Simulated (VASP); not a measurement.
# Ru (I4_1/amd) in VASP: relaxation of cell and atoms with LDA

Aim: the relaxation of cell and atoms of Ru with LDA.

Program: VASP 6.6.1. These are calculated values, not measurements. Logs are shortened: lines on timing, memory, paths and dates and some standing lists are left out, and cuts for length are marked.

### 1 The cell of the first run

The structure is tetragonal, space group I4_1/amd (No. 141). The conventional cell has a = 3.982 Å, b = 3.982 Å, c = 2.139 Å, α = 90.00°, β = 90.00°, γ = 90.00°. Ru (site symmetry -4m2) has 10 Ru at 2.06 to 2.56 Å within 2.7 Å.

### 2 Relaxation of cell and atoms, LDA, target pressure 510 GPa, at which the enthalpy is minimised

INCAR reads:

```
PREC = Accurate
ENCUT = 600
EDIFF = 1E-6
ISMEAR = -1
SIGMA = 0.1
LREAL = F
LASPH = T
NELM = 60
ALGO = Normal
ISIF = 3
LWAVE = F
LCHARG = F
GGA = CA
IBRION = 2
NSW = 32
EDIFFG = -0.005
PSTRESS = 5100.0
```

KPOINTS reads:

```
regular mesh
0
Gamma
  20 20 20
```

POSCAR reads:

```
Ru
1.0
   -1.9910480502      1.9910480502      1.0694238050
    1.9910480502     -1.9910480502      1.0694238050
    1.9910480502      1.9910480502     -1.0694238050
Ru
2
Direct
   -0.3750000000     -0.1250000000     -0.2500000000
    0.3750000000      0.1250000000      0.2500000000
```

Potentials or basis: VASP PAW LDA potentials, release 64 (Ru_pv).

On the command line:

```
$ cat potpaw_LDA.64/Ru_pv/POTCAR > POTCAR
$ mpirun -np 1 vasp_std > vasp.out
```

OUTCAR:

```text
PREC = Accurate
   ENCUT = 600
   EDIFF = 1E-6
   ISMEAR = -1
   LREAL = F
   LASPH = T
   NELM = 60
   ISIF = 3
   GGA = CA
   IBRION = 2
   NSW = 32
   EDIFFG = -0.005
   PSTRESS = 5100.0

 ion  position               nearest neighbor table
   1  0.625  0.875  0.750-   2 2.06   2 2.06   2 2.06   2 2.06   2 2.56   2 2.56   2 2.56   2 2.56
                             2 3.33   2 3.33
   2  0.375  0.125  0.250-   1 2.06   1 2.06   1 2.06   1 2.06   1 2.56   1 2.56   1 2.56   1 2.56
                             1 3.33   1 3.33

  LATTYP: Found a body centered tetragonal cell.
 ALAT       =     3.9820961004
 C/A-ratio  =     0.5371160203

  Lattice vectors:

 A1 = (  -1.9910480502,   1.9910480502,   1.0694238050)
 A2 = (   1.9910480502,  -1.9910480502,   1.0694238050)
 A3 = (   1.9910480502,   1.9910480502,  -1.0694238050)

Analysis of symmetry for initial positions (statically):
=====================================================================
 Subroutine PRICEL returns:
 Original cell was already a primitive cell.

 Routine SETGRP: Setting up the symmetry group for a
 body centered tetragonal supercell.

 Subroutine GETGRP returns: Found 16 space group operations
 (whereof  4 operations were pure point group operations)
 out of a pool of 16 trial point group operations.

The static configuration has the point symmetry C_2h.
 The point group associated with its full space group is D_4h.

Analysis of symmetry for dynamics (positions and initial velocities):
=====================================================================
 Subroutine PRICEL returns:
 Original cell was already a primitive cell.

 Routine SETGRP: Setting up the symmetry group for a
 body centered tetragonal supercell.

 Subroutine GETGRP returns: Found 16 space group operations
 (whereof  4 operations were pure point group operations)
 out of a pool of 16 trial point group operations.

The dynamic configuration has the point symmetry C_2h.
 The point group associated with its full space group is D_4h.

 Subroutine INISYM returns: Found 16 space group operations
 (whereof  4 operations are pure point group operations),
 and found     1 'primitive' translations

----------------------------------------------------------------------------------------

                                     Primitive cell

  volume of cell :      16.9579

  direct lattice vectors                    reciprocal lattice vectors
    -1.991048050  1.991048050  1.069423805     0.000000000  0.251124025  0.467541491
     1.991048050 -1.991048050  1.069423805     0.251124025  0.000000000  0.467541491
     1.991048050  1.991048050 -1.069423805     0.251124025  0.251124025  0.000000000

  length of vectors
     3.012011280  3.012011280  3.012011280     0.530714915  0.530714915  0.355143002

  position of ions in fractional coordinates (direct lattice)
     0.625000000  0.875000000  0.750000000
     0.375000000  0.125000000  0.250000000

  ion indices of the primitive-cell ions
   primitive index   ion index
                 1           1
                 2           2

----------------------------------------------------------------------------------------

 KPOINTS: regular mesh

Automatic generation of k-mesh.
 Grid dimensions read from file:
 generate k-points for:   20   20   20

 Generating k-lattice:

  Cartesian coordinates                     Fractional coordinates (reciprocal lattice)
     0.000000000  0.012556201  0.023377075     0.050000000 -0.000000000  0.000000000
     0.012556201  0.000000000  0.023377075    -0.000000000  0.050000000  0.000000000
     0.012556201  0.012556201  0.000000000     0.000000000  0.000000000  0.050000000

  Length of vectors
     0.026535746  0.026535746  0.017757150

  Shift w.r.t. Gamma in fractional coordinates (k-lattice)
     0.000000000  0.000000000  0.000000000

 Subroutine IBZKPT returns following result:
 ===========================================

 Found    641 irreducible k-points:

 Following reciprocal coordinates:
            Coordinates               Weight
  0.000000  0.000000  0.000000      1.000000
  0.050000 -0.000000  0.000000      8.000000
  0.100000 -0.000000  0.000000      8.000000
  0.150000 -0.000000  0.000000      8.000000
  0.200000 -0.000000  0.000000      8.000000
  0.250000 -0.000000  0.000000      8.000000
[... 16 lines left out ...]
 -0.400000  0.050000 -0.000000     16.000000
 -0.350000  0.050000 -0.000000     16.000000
 [... further k-points ...]
   k-points           NKPTS =    641   k-points in BZ     NKDIM =    641   number of bands    NBANDS=     18
   number of dos      NEDOS =    301   number of ions     NIONS =      2
   total plane-waves  NPLWV =  13824
   dimension x,y,z NGX =    24 NGY =   24 NGZ =   24
   dimension x,y,z NGXF=    48 NGYF=   48 NGZF=   48
   ions per type =               2
   NGX,Y,Z   is equivalent  to a cutoff of  13.25, 13.25, 13.25 a.u.
   NGXF,Y,Z  is equivalent  to a cutoff of  26.49, 26.49, 26.49 a.u.
 SYSTEM =  unknown system
   PREC   = accura    normal or accurate (medium, high low for compatibility)
   ISTART =      0    job   : 0-new  1-cont  2-samecut
   ICHARG =      2    charge: 1-file 2-atom 10-const
   ISPIN  =      1    spin polarized calculation?
   LNONCOLLINEAR =      F non collinear calculations
   LSORBIT =      F    spin-orbit coupling
   LASPH  =      T    aspherical Exc in radial PAW
   ENCUT  =  600.0 eV  44.10 Ry    6.64 a.u.   6.02  6.02  6.02*2*pi/ulx,y,z
   NELM   =     60;   NELMIN=  2; NELMDL= -5     # of ELM steps
   EDIFF  = 0.1E-05   stopping-criterion for ELM
   LREAL  =      F    real-space projection
   EDIFFG = -.5E-02   stopping-criterion for IOM
   NSW    =     32    number of steps for IOM
   IBRION =      2    ionic relax: 0-MD 1-quasi-New 2-CG
   NFREE  =      1    steps in history (QN), initial steepest desc. (CG)
   ISIF   =      3    stress and relaxation
   ISYM   =      2    0-nonsym 1-usesym 2-fastsym
   POTIM  = 0.5000    time-step for ionic-motion
   TEBEG  =    0.0;   TEEND  =   0.0 temperature during run
   PSTRESS= 5100.0 pullay stress
   NELECT =      28.0000    total number of electrons
   NUPDOWN=      -1.0000    fix difference up-down
   EMIN   =  10.00;   EMAX   =-10.00  energy-range for DOS
   EFERMI =   0.00;   METHOD = LEGACY
   ISMEAR =    -1;   SIGMA  =   0.10  broadening in eV -4-tet -1-fermi 0-gaus
   EFERMI_NEDOS =   21; number of points for ismear=-14 and -15
   IALGO  =     38    algorithm
   IMIX   =      4    mixing-type and parameters
     AMIX     =   0.40;   BMIX     =  1.00
     AMIX_MAG =   1.60;   BMIX_MAG =  1.00
  volume/ion in A,a.u.               =       8.48        57.22
  Fermi-wavevector in a.u.,A,eV,Ry     =   1.934950  3.656525 50.940638  3.744031
  Thomas-Fermi vector in A             =   2.966120
   LORBIT       =      0    0 simple, 1 ext, 2 COOP (PROOUT), +10 PAW based schemes
   GGA     = CA    functional components
   LHFCALC =     F    Hartree Fock is set to
   AEXX    =    0.0000 exact exchange contribution
   IVDW    =     0    specifies the selected vdW correction
   LEPSILON=     F    determine dielectric tensor
   LRPA    =     F    only Hartree local field effects (RPA)
 conjugate gradient relaxation of ions
 non-spin polarized calculation
  energy-cutoff  :      600.00
  volume of cell :       16.96
 maximum number of plane-waves:       580
   NGX = 11   NGY = 11   NGZ = 11

--------------------------------------- Ionic step        1  -------------------------------------------

 number of electron      27.9999993 magnetization

 Free energy of the ion-electron system (eV)
  ---------------------------------------------------
  ext. energy  EPLUGINS =         0.00000000
  ---------------------------------------------------
  free energy    TOTEN  =        -7.07077171 eV

  energy without entropy =       -7.01570507  energy(sigma->0) =       -7.04323839

------------------------ aborting loop because EDIFF is reached ----------------------------------------

  FORCE on cell =-STRESS in cart. coord.  units (eV):
  Direction    XX          YY          ZZ          XY          YZ          ZX
  --------------------------------------------------------------------------------------
  -------------------------------------------------------------------------------------
  Total       56.0105462     56.0105462     55.4895313      0.0000000     -0.0000000     -0.0000000
  in kB     5291.8444437   5291.8444437   5242.6192532      0.0000000     -0.0000000     -0.0000000
  external PRESSURE =     175.4360468 kB  Pullay stress =    5100.0000000 kB
[... 93 lines left out ...]
  FREE ENERGIE OF THE ION-ELECTRON SYSTEM (eV)
  ---------------------------------------------------
  free  energy   TOTEN  =        -7.5740250632 eV

  energy  without entropy=       -7.5185743823  energy(sigma->0) =       -7.54629972

  enthalpy is  TOTEN    =        46.9012903226 eV   P V=       54.4753153858

[... ionic steps 4 to 16 ...]

--------------------------------------- Ionic step       17  -------------------------------------------

 number of electron      27.9999993 magnetization

------------------------ aborting loop because EDIFF is reached ----------------------------------------

  FORCE on cell =-STRESS in cart. coord.  units (eV):
  Direction    XX          YY          ZZ          XY          YZ          ZX
  --------------------------------------------------------------------------------------
  -------------------------------------------------------------------------------------
  Total       54.4281589     54.4281589     54.4489035     -0.0000000     -0.0000000     -0.0000000
  in kB     5099.6343318   5099.6343318   5101.5779978     -0.0000000     -0.0000000     -0.0000000
  external PRESSURE =       0.2822205 kB  Pullay stress =    5100.0000000 kB
[... 61 lines left out ...]
  enthalpy is  TOTEN    =        46.9010276674 eV   P V=       54.4343234464

--------------------------------------- Ionic step       19  -------------------------------------------

 number of electron      27.9999993 magnetization

 Free energy of the ion-electron system (eV)
  ---------------------------------------------------
  ext. energy  EPLUGINS =         0.00000000
  ---------------------------------------------------
  free energy    TOTEN  =        -7.53189527 eV

  energy without entropy =       -7.47696356  energy(sigma->0) =       -7.50442942

 E-fermi :  23.5973     XC(G=0): -17.2769

 val. band max:       23.5968567785   @ k =  -0.3500   0.4500   0.3000
 cond. band min:      23.5982459760   @ k =  -0.1500   0.2000   0.1000
 fundamental gap:      0.0013891975
 Fermi energy:        23.5972857057

 k-point     1 :       0.0000    0.0000    0.0000
  band No.  band energies     occupation
      1     -23.1778      2.00000
      2     -23.1778      2.00000
      3     -18.9249      2.00000
      4     -18.8723      2.00000
      5     -18.7981      2.00000
      6     -18.7981      2.00000
[... 10 lines left out ...]
     17      30.6583      0.00000
     18      33.5559      0.00000
[... 466 lines left out ...]
      2     -22.3951      2.00000
      3     -21.8967      2.00000
      4     -20.9468      2.00000
      5     -19.7520      2.00000
      6     -18.6286      2.00000
[... 10 lines left out ...]
     17      28.1017      0.00000
     18      33.5563      0.00000

 [... further k-points ...]

------------------------ aborting loop because EDIFF is reached ----------------------------------------

  FORCE on cell =-STRESS in cart. coord.  units (eV):
  Direction    XX          YY          ZZ          XY          YZ          ZX
  --------------------------------------------------------------------------------------
  -------------------------------------------------------------------------------------
  Total       54.4324526     54.4324526     54.4317403     -0.0000000     -0.0000000     -0.0000000
  in kB     5099.9561325   5099.9561325   5099.8893965     -0.0000000     -0.0000000     -0.0000000
  external PRESSURE =      -0.0661129 kB  Pullay stress =    5100.0000000 kB
[... 17 lines left out ...]
  FREE ENERGIE OF THE ION-ELECTRON SYSTEM (eV)
  ---------------------------------------------------
  free  energy   TOTEN  =        -7.5318952686 eV

  energy  without entropy=       -7.4769635648  energy(sigma->0) =       -7.50442942

  enthalpy is  TOTEN    =        46.9010255177 eV   P V=       54.4329207863

 reached required accuracy - stopping structural energy minimisation
```

It took 9.1 min on 1 thread of Intel Xeon 6975P-C (Granite Rapids), shared host; peak memory 0.32 GiB.

What came out:

| Item | Value |
| --- | --- |
| Free energy | -7.5319 eV |
| Relaxed volume | 8.55 Å³/atom |
| Relaxed cell | a = 3.022 Å, b = 3.022 Å, c = 3.022 Å, α = 97.21°, β = 97.21°, γ = 138.51° |
| Space group after relaxing (to 0.1 Å) | I4_1/amd (No. 141) |
| Energy change on relaxing (the run minimises the enthalpy) | -230.6 meV/atom |
| Ionic steps | 19 |
| Pressure after relaxing | 510.0 GPa |
| Band gap on the k mesh | zero (bands 14 and 15 overlap by 3.70 eV) |

Step by step:
```csv
step,energy change (eV),largest force (eV/Å),pressure (GPa),volume (Å³)
1,0.0000,0.0000,527.54,16.96
2,-5.9811,0.0000,298.91,19.34
3,-0.5033,0.0000,508.52,17.11
4,-0.4698,0.0000,509.69,17.10
5,-0.4605,0.0000,510.03,17.10
6,-0.4359,0.0000,510.83,17.09
7,-0.4545,0.0000,510.25,17.10
8,-0.4544,0.0000,510.25,17.10
9,-0.4456,0.0000,510.54,17.10
10,-0.4542,0.0000,510.25,17.10
11,-0.4500,0.0000,510.40,17.10
12,-0.4541,0.0000,510.25,17.10
13,-0.5261,0.0000,507.55,17.12
14,-0.4604,0.0000,510.00,17.10
15,-0.4600,0.0000,510.02,17.10
16,-0.4601,0.0000,510.03,17.10
17,-0.4603,0.0000,510.03,17.10
18,-0.4625,0.0000,509.94,17.10
19,-0.4611,0.0000,509.99,17.10
```

Final structure:
```xyz
2
Lattice="-1.9984 1.9984 1.0705 1.9984 -1.9984 1.0705 1.9984 1.9984 -1.0705" Properties=species:S:1:pos:R:3 pbc="T T T"
Ru    1.9984    0.9992    0.8029
Ru    0.0000    0.9992    0.2676
```

Levels at points of the mesh, in eV from the Fermi level:
| k point | band 11 | band 12 | band 13 | band 14 | band 15 | band 16 | band 17 | band 18 |
| --- | --- | --- | --- | --- | --- | --- | --- | --- |
| (0.00, 0.00, 0.00) | -8.43 | -1.10 | -1.10 | -0.92 | -0.92 | 4.26 | 7.06 | 9.96 |
| (0.50, 0.00, 0.00) | -5.08 | -3.65 | -0.91 | 0.49 | 2.30 | 2.93 | 8.49 | 9.96 |
| (0.50, 0.50, 0.00) | -4.90 | -4.90 | 0.04 | 0.04 | 1.36 | 1.36 | 2.09 | 2.09 |
| (0.50, 0.50, 0.50) | -2.37 | -2.37 | -1.21 | -1.21 | 0.15 | 0.15 | 1.54 | 1.54 |

Caveat: the cell is relaxed towards a set pressure, so the run minimises the enthalpy, not the energy.
